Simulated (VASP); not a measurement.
# SiC (P1) in VASP: relaxation of cell and atoms with PBE

Aim: the relaxation of cell and atoms of SiC with PBE.

All numbers are computed with VASP 6.6.1; they aren't measurements. Logs are shortened: lines on timing, memory, paths and dates and some standing lists are left out, and cuts for length are marked.

## 1. The cell of the first run

The typed cell holds 24 atoms: a = 6.553 Å, b = 6.396 Å, c = 7.616 Å, α = 86.08°, β = 91.07°, γ = 118.70°.

## 2. Relaxation of cell and atoms, PBE

INCAR

```
SYSTEM = SiC
ALGO     = Normal         ! electronic algorithm
EDIFF    = 1E-7           ! SCF threshold, eV
EDIFFG   = -0.04          ! ionic threshold
ENCUT    = 600            ! plane-wave cutoff, eV
GGA      = PE             ! functional
IBRION   = 2              ! ionic algorithm
ISIF     = 3              ! what is computed and relaxed
ISMEAR   = 0              ! smearing method
ISYM     = 0            
LASPH    = .TRUE.         ! aspherical terms in the spheres
LCHARG   = .FALSE.        ! write CHGCAR
LREAL    = Auto         
LWAVE    = .FALSE.        ! write WAVECAR
NELM     = 60             ! most SCF steps
NSW      = 45             ! ionic steps
PREC     = Accurate       ! precision mode
SIGMA    = 0.1            ! smearing width, eV
```

KPOINTS

```
k-points
0
G
  4 4 3
  0 0 0
```

POSCAR

```
SiC
1.0
   -4.6458858122     -4.6187939460      0.1335662533
   -0.1473758518      4.6326035445      4.4070940053
   -4.4473658133      4.5538402004     -4.1809548093
C Si
12 12
Direct
    0.5395864716      0.9941566586      0.0464302995
    0.3262561962      0.1235516785      0.6905462106
    0.5017615694      0.4835203286      0.9786869560
    0.7420476515      0.6767095828      0.6766006556
    0.7260520358      0.9150204290      0.3610896253
    0.7839116573      0.1317721667      0.9417008466
    0.4664433062      0.4065403765      0.1733743345
    0.7602822220      0.6487948244      0.8866110905
    0.7016973391      0.8633458146      0.5636159465
    0.2550428645      0.9213579674      0.5862351876
    0.5586718508      0.9878516276      0.2574465815
    0.9352789017      0.9563936202      0.2655461543
    0.9382168413      0.9528196146      0.0153913976
    0.8171528616      0.1527002368      0.6910789500
    0.6390534113      0.3115220656      0.3083839915
    0.1904625673      0.2967474180      0.2934984565
    0.9459294048      0.4857077868      0.9513867796
    0.3827987017      0.7240312811      0.6446440877
    0.2079836390      0.8995567033      0.3477866905
    0.3461019062      0.1431408451      0.9413452253
    0.6410312445      0.3766057133      0.5952977950
    0.2003863923      0.3219487450      0.5961352913
    0.0213062875      0.5309309194      0.2458119166
    0.3622080694      0.6835050619      0.9388671441
```

Potentials or basis: VASP PAW PBE potentials, release 64 (C, Si).

Started as:

```console
$ cat potpaw_PBE.64/C/POTCAR potpaw_PBE.64/Si/POTCAR > POTCAR
$ mpirun -np 1 vasp_std > vasp.out
```

OUTCAR:

```text
SYSTEM = SiC
   EDIFF = 1E-7
   EDIFFG = -0.04
   ENCUT = 600
   GGA = PE
   IBRION = 2
   ISIF = 3
   ISMEAR = 0
   ISYM = 0
   LASPH = .TRUE.
   LREAL = Auto
   NELM = 60
   NSW = 45
   PREC = Accurate

 ion  position               nearest neighbor table
   1  0.540  0.994  0.046-   6 1.60  11 1.61  24 1.98  20 2.04
   2  0.326  0.124  0.691-  10 1.44  22 1.91  20 1.92  21 2.02
   3  0.502  0.484  0.979-   7 1.52   8 1.64  24 1.90  20 1.95
   4  0.742  0.677  0.677-   9 1.55   8 1.61  21 1.85  18 2.52
   5  0.726  0.915  0.361-  12 1.46   9 1.55  11 1.57
   6  0.784  0.132  0.942-   1 1.60  13 1.91  14 1.91  17 1.99
   7  0.466  0.407  0.173-   3 1.52  15 1.80  16 1.83  20 2.38
   8  0.760  0.649  0.887-   4 1.61   3 1.64  17 1.98  13 2.04
   9  0.702  0.863  0.564-   4 1.55   5 1.55  18 1.93  14 1.95
  10  0.255  0.921  0.586-   2 1.44  19 1.84  18 1.85
  11  0.559  0.988  0.257-   5 1.57   1 1.61  15 1.94  19 2.20
  12  0.935  0.956  0.266-   5 1.46  13 1.91  16 2.03  19 2.07
  13  0.938  0.953  0.015-  12 1.91   6 1.91   8 2.04  20 2.40  14 2.97  16 3.01  17 3.08
  14  0.817  0.153  0.691-   6 1.91   9 1.95  21 2.31  22 2.31  17 2.82  18 2.89  13 2.97
  15  0.639  0.312  0.308-   7 1.80  11 1.94  23 2.25  21 2.25  19 2.79  16 2.90
  16  0.190  0.297  0.293-   7 1.83  12 2.03  23 2.26  22 2.32  19 2.60  15 2.90  13 3.01
  17  0.946  0.486  0.951-   8 1.98   6 1.99  23 2.29  24 2.39  14 2.82  13 3.08
  18  0.383  0.724  0.645-  10 1.85   9 1.93  24 2.24  22 2.31   4 2.52  14 2.89  19 2.91
  19  0.208  0.900  0.348-  10 1.84  12 2.07  11 2.20  23 2.26  16 2.60  15 2.79  18 2.91
  20  0.346  0.143  0.941-   2 1.92   3 1.95   1 2.04   7 2.38  13 2.40  24 2.99  22 3.11  21 3.13

  21  0.641  0.377  0.595-   4 1.85   2 2.02  15 2.25  14 2.31  22 2.74  20 3.13
  22  0.200  0.322  0.596-   2 1.91  18 2.31  14 2.31  16 2.32  21 2.74  20 3.11
  23  0.021  0.531  0.246-  15 2.25  19 2.26  16 2.26  17 2.29  24 3.03
  24  0.362  0.684  0.939-   3 1.90   1 1.98  18 2.24  17 2.39  20 2.99  23 3.03

IMPORTANT INFORMATION: All symmetrisations will be switched off!
NOSYMM: (Re-)initialisation of all symmetry stuff for point group C_1.

----------------------------------------------------------------------------------------

                                     Primitive cell

  volume of cell :     279.2604

  direct lattice vectors                    reciprocal lattice vectors
    -4.645885812 -4.618793946  0.133566253    -0.141222716 -0.072391693  0.071373380
    -0.147375852  4.632603545  4.407094005    -0.066972372  0.071683127  0.149316166
    -4.447365813  4.553840200 -4.180954809    -0.075106320  0.073247669 -0.079507328

  length of vectors
     6.552507340  6.395718319  7.615569996     0.174007391  0.178659136  0.131634324

  position of ions in fractional coordinates (direct lattice)
     0.539586472  0.994156659  0.046430300
     0.326256196  0.123551679  0.690546211
     0.501761569  0.483520329  0.978686956
     0.742047652  0.676709583  0.676600656
     0.726052036  0.915020429  0.361089625
     0.783911657  0.131772167  0.941700847
[... 16 lines left out ...]
     0.021306288  0.530930919  0.245811917
     0.362208069  0.683505062  0.938867144

  ion indices of the primitive-cell ions
   primitive index   ion index
                 1           1
                 2           2
                 3           3
                 4           4
                 5           5
                 6           6
[... 16 lines left out ...]
                23          23
                24          24

----------------------------------------------------------------------------------------

 KPOINTS: k-points

Automatic generation of k-mesh.
 Grid dimensions read from file:
 generate k-points for:    4    4    3

 Generating k-lattice:

  Cartesian coordinates                     Fractional coordinates (reciprocal lattice)
    -0.035305679 -0.018097923  0.017843345     0.250000000  0.000000000  0.000000000
    -0.016743093  0.017920782  0.037329042     0.000000000  0.250000000  0.000000000
    -0.025035440  0.024415890 -0.026502443     0.000000000  0.000000000  0.333333333

  Length of vectors
     0.043501848  0.044664784  0.043878108

  Shift w.r.t. Gamma in fractional coordinates (k-lattice)
     0.000000000  0.000000000  0.000000000

 Subroutine IBZKPT returns following result:
 ===========================================

 Found     26 irreducible k-points:

 Following reciprocal coordinates:
            Coordinates               Weight
  0.000000  0.000000  0.000000      1.000000
  0.250000  0.000000 -0.000000      2.000000
  0.500000  0.000000 -0.000000      1.000000
 -0.000000  0.250000 -0.000000      2.000000
  0.250000  0.250000 -0.000000      2.000000
  0.500000  0.250000 -0.000000      2.000000
[... 16 lines left out ...]
  0.000000 -0.250000  0.333333      2.000000
  0.250000 -0.250000  0.333333      2.000000
 [... further k-points ...]
   k-points           NKPTS =     26   k-points in BZ     NKDIM =     26   number of bands    NBANDS=     61
   number of dos      NEDOS =    301   number of ions     NIONS =     24
   total plane-waves  NPLWV = 186624
   dimension x,y,z NGX =    54 NGY =   54 NGZ =   64
   dimension x,y,z NGXF=   108 NGYF=  108 NGZF=  128
   ions per type =              12  12
   NGX,Y,Z   is equivalent  to a cutoff of  13.70, 14.04, 13.97 a.u.
   NGXF,Y,Z  is equivalent  to a cutoff of  27.40, 28.07, 27.94 a.u.
 SYSTEM =  SiC
   PREC   = accura    normal or accurate (medium, high low for compatibility)
   ISTART =      0    job   : 0-new  1-cont  2-samecut
   ICHARG =      2    charge: 1-file 2-atom 10-const
   ISPIN  =      1    spin polarized calculation?
   LNONCOLLINEAR =      F non collinear calculations
   LSORBIT =      F    spin-orbit coupling
   LASPH  =      T    aspherical Exc in radial PAW
   ENCUT  =  600.0 eV  44.10 Ry    6.64 a.u.  13.09 12.77 15.21*2*pi/ulx,y,z
   NELM   =     60;   NELMIN=  2; NELMDL= -5     # of ELM steps
   EDIFF  = 0.1E-06   stopping-criterion for ELM
   LREAL  =      T    real-space projection
   EDIFFG = -.4E-01   stopping-criterion for IOM
   NSW    =     45    number of steps for IOM
   IBRION =      2    ionic relax: 0-MD 1-quasi-New 2-CG
   NFREE  =      1    steps in history (QN), initial steepest desc. (CG)
   ISIF   =      3    stress and relaxation
   ISYM   =      0    0-nonsym 1-usesym 2-fastsym
   POTIM  = 0.5000    time-step for ionic-motion
   TEBEG  =    0.0;   TEEND  =   0.0 temperature during run
   PSTRESS=    0.0 pullay stress
   NELECT =      96.0000    total number of electrons
   NUPDOWN=      -1.0000    fix difference up-down
   EMIN   =  10.00;   EMAX   =-10.00  energy-range for DOS
   EFERMI =   0.00;   METHOD = LEGACY
   ISMEAR =     0;   SIGMA  =   0.10  broadening in eV -4-tet -1-fermi 0-gaus
   EFERMI_NEDOS =   21; number of points for ismear=-14 and -15
   IALGO  =     38    algorithm
   IMIX   =      4    mixing-type and parameters
     AMIX     =   0.40;   BMIX     =  1.00
     AMIX_MAG =   1.60;   BMIX_MAG =  1.00
  volume/ion in A,a.u.               =      11.64        78.52
  Fermi-wavevector in a.u.,A,eV,Ry     =   1.146821  2.167177 17.894347  1.315197
  Thomas-Fermi vector in A             =   2.283503
   LORBIT       =      0    0 simple, 1 ext, 2 COOP (PROOUT), +10 PAW based schemes
   GGA     = PE    functional components
   LHFCALC =     F    Hartree Fock is set to
   AEXX    =    0.0000 exact exchange contribution
   IVDW    =     0    specifies the selected vdW correction
   LEPSILON=     F    determine dielectric tensor
   LRPA    =     F    only Hartree local field effects (RPA)
 conjugate gradient relaxation of ions
 non-spin polarized calculation
 Gauss-broadening in eV      SIGMA  =   0.10
  energy-cutoff  :      600.00
  volume of cell :      279.26
 maximum number of plane-waves:      9346
 NGX is ok and might be reduce to    54
   NGX = 27   NGY = 25   NGZ = 31

--------------------------------------- Ionic step        1  -------------------------------------------

 number of electron      95.9999999 magnetization

 Free energy of the ion-electron system (eV)
  ---------------------------------------------------
  ext. energy  EPLUGINS =         0.00000000
  ---------------------------------------------------
  free energy    TOTEN  =      -161.80535915 eV

  energy without entropy =     -161.79500028  energy(sigma->0) =     -161.80017971

------------------------ aborting loop because EDIFF is reached ----------------------------------------

  FORCE on cell =-STRESS in cart. coord.  units (eV):
  Direction    XX          YY          ZZ          XY          YZ          ZX
  --------------------------------------------------------------------------------------
  -------------------------------------------------------------------------------------
  Total        0.2408754      0.3800318     -0.2466532      0.0153101     -0.0739419      0.0459962
  in kB        1.3819542      2.1803248     -1.4151027      0.0878372     -0.4242206      0.2638903
  external PRESSURE =       0.7157254 kB  Pullay stress =       0.0000000 kB

 VOLUME and BASIS-vectors are now :
 -----------------------------------------------------------------------------
  energy-cutoff  :      600.00
  volume of cell :      279.26
      direct lattice vectors                 reciprocal lattice vectors
    -4.645885812 -4.618793946  0.133566253    -0.141222716 -0.072391693  0.071373380
    -0.147375852  4.632603545  4.407094005    -0.066972372  0.071683127  0.149316166
    -4.447365813  4.553840200 -4.180954809    -0.075106320  0.073247669 -0.079507328
[... 257 lines left out ...]
     -1.26987      3.48545      1.31182         0.006848      0.001962     -0.007247
     -5.95895      5.77102     -0.86694        -0.004899     -0.003616      0.005008
 -----------------------------------------------------------------------------------
    total drift:                                0.013516      0.003433      0.006359

  FREE ENERGIE OF THE ION-ELECTRON SYSTEM (eV)
  ---------------------------------------------------
  free  energy   TOTEN  =      -161.8080423676 eV

  energy  without entropy=     -161.7979431299  energy(sigma->0) =     -161.80299275

--------------------------------------- Ionic step        6  -------------------------------------------

 number of electron      95.9999999 magnetization

 Free energy of the ion-electron system (eV)
  ---------------------------------------------------
  ext. energy  EPLUGINS =         0.00000000
  ---------------------------------------------------
  free energy    TOTEN  =      -161.80851957 eV

  energy without entropy =     -161.79839142  energy(sigma->0) =     -161.80345549

 E-fermi :   7.9077     XC(G=0): -10.8681

 val. band max:        7.8807436188   @ k =   0.5000   0.5000   0.3333
 cond. band min:       7.9825105482   @ k =   0.0000  -0.2500   0.3333
 fundamental gap:      0.1017669294
 Fermi energy:         7.9077297902

 k-point     1 :       0.0000    0.0000    0.0000
  band No.  band energies     occupation
      1      -9.1062      2.00000
      2      -7.7549      2.00000
      3      -7.4375      2.00000
      4      -7.1137      2.00000
      5      -6.5289      2.00000
      6      -5.3072      2.00000
[... 1501 lines left out ...]
     59      11.4406      0.00000
     60      11.5009      0.00000

 [... further k-points ...]

 [bands above 60 left out]

------------------------ aborting loop because EDIFF is reached ----------------------------------------

  FORCE on cell =-STRESS in cart. coord.  units (eV):
  Direction    XX          YY          ZZ          XY          YZ          ZX
  --------------------------------------------------------------------------------------
  -------------------------------------------------------------------------------------
  Total        0.0852439      0.0803032      0.0194315      0.0256275     -0.0033718      0.0914249
  in kB        0.4890532      0.4607080      0.1114808      0.1470276     -0.0193444      0.5245143
  external PRESSURE =       0.3537474 kB  Pullay stress =       0.0000000 kB

 VOLUME and BASIS-vectors are now :
 -----------------------------------------------------------------------------
  energy-cutoff  :      600.00
  volume of cell :      279.27
      direct lattice vectors                 reciprocal lattice vectors
    -4.651805946 -4.628656957  0.133944293    -0.141095283 -0.072175047  0.071511753
    -0.143915634  4.638180783  4.397250623    -0.066994142  0.071659384  0.149636529
    -4.447170400  4.558214322 -4.173935320    -0.075106324  0.073177184 -0.079644763
[... 25 lines left out ...]
     -1.26883      3.48708      1.31007         0.006402      0.013496      0.001436
     -5.95888      5.77201     -0.86731        -0.003324     -0.007354      0.008349
 -----------------------------------------------------------------------------------
    total drift:                                0.012359      0.003667      0.010879

  FREE ENERGIE OF THE ION-ELECTRON SYSTEM (eV)
  ---------------------------------------------------
  free  energy   TOTEN  =      -161.8085195687 eV

  energy  without entropy=     -161.7983914200  energy(sigma->0) =     -161.80345549

 reached required accuracy - stopping structural energy minimisation
```

Wall time 60 min (1 thread of Oxide Virtual Turin-like, shared host); peak memory 0.62 GiB.

Results:

```yaml
Free_energy: -161.8085 eV
Energy_gained_by_relaxing: 0.1 meV/atom
Ionic_steps: 6
Pressure_after_relaxing: 0.0 GPa
Largest_force_after_relaxing: 0.027 eV/Å
Band_gap_on_the_k_mesh: 0.10 eV (least direct gap 0.18 eV)
```

Forces in eV/Å, atoms in the order of the input:
```
C   -0.001 -0.016  0.000
C    0.008 -0.008 -0.012
C    0.000  0.008 -0.002
C   -0.014  0.017  0.007
C    0.002  0.011  0.006
C    0.001 -0.008  0.000
C    0.013  0.005  0.002
C   -0.009 -0.009  0.002
C   -0.020 -0.012 -0.011
C   -0.001  0.010  0.025
C   -0.006 -0.019  0.000
C    0.000  0.008 -0.003
Si   0.003 -0.003  0.006
Si   0.013 -0.005 -0.020
Si  -0.005  0.006 -0.022
Si   0.005  0.005 -0.002
Si  -0.004  0.006  0.006
Si  -0.010 -0.004  0.002
Si   0.001  0.001  0.026
Si   0.014 -0.009 -0.021
Si   0.007 -0.009 -0.005
Si  -0.003  0.019  0.006
Si   0.006  0.013  0.001
Si  -0.003 -0.007  0.008
```

Step by step:
```
step  energy change (eV)  largest force (eV/Å)  pressure (GPa)  volume (Å³)
   1              0.0000                0.1149            0.07       279.26
   2             -0.0018                0.0991           -0.12       279.47
   3             -0.0019                0.0712           -0.09       279.44
   4             -0.0027                0.0595            0.04       279.26
   5             -0.0027                0.0529            0.03       279.27
   6             -0.0032                0.0269            0.04       279.27
```

Final structure:
```cif
data_structure
_symmetry_space_group_name_H-M 'P 1'
_symmetry_Int_Tables_number 1
_cell_length_a 6.5637
_cell_length_b 6.3929
_cell_length_c 7.6142
_cell_angle_alpha 85.962
_cell_angle_beta 91.112
_cell_angle_gamma 118.793
_cell_volume 279.27
loop_
_atom_site_label
_atom_site_type_symbol
_atom_site_fract_x
_atom_site_fract_y
_atom_site_fract_z
_atom_site_occupancy
C1 C 0.53999 0.99459 0.04642 1
C2 C 0.32582 0.12374 0.69042 1
C3 C 0.50160 0.48314 0.97836 1
C4 C 0.74308 0.67683 0.67611 1
C5 C 0.72559 0.91450 0.36094 1
C6 C 0.78419 0.13204 0.94195 1
C7 C 0.46584 0.40614 0.17394 1
C8 C 0.76026 0.64852 0.88704 1
C9 C 0.70121 0.86258 0.56332 1
C10 C 0.25531 0.92165 0.58552 1
C11 C 0.55878 0.98752 0.25749 1
C12 C 0.93537 0.95661 0.26603 1
Si1 Si 0.93830 0.95284 0.01556 1
Si2 Si 0.81789 0.15403 0.69087 1
Si3 Si 0.63905 0.31182 0.30850 1
Si4 Si 0.19046 0.29732 0.29406 1
Si5 Si 0.94604 0.48573 0.95151 1
Si6 Si 0.38266 0.72404 0.64442 1
Si7 Si 0.20827 0.89975 0.34710 1
Si8 Si 0.34634 0.14342 0.94116 1
Si9 Si 0.64057 0.37578 0.59537 1
Si10 Si 0.19988 0.32167 0.59629 1
Si11 Si 0.02103 0.53092 0.24613 1
Si12 Si 0.36215 0.68305 0.93901 1
```

Caveat: an odd mesh through Γ misses points on the zone boundary, where band edges can lie.
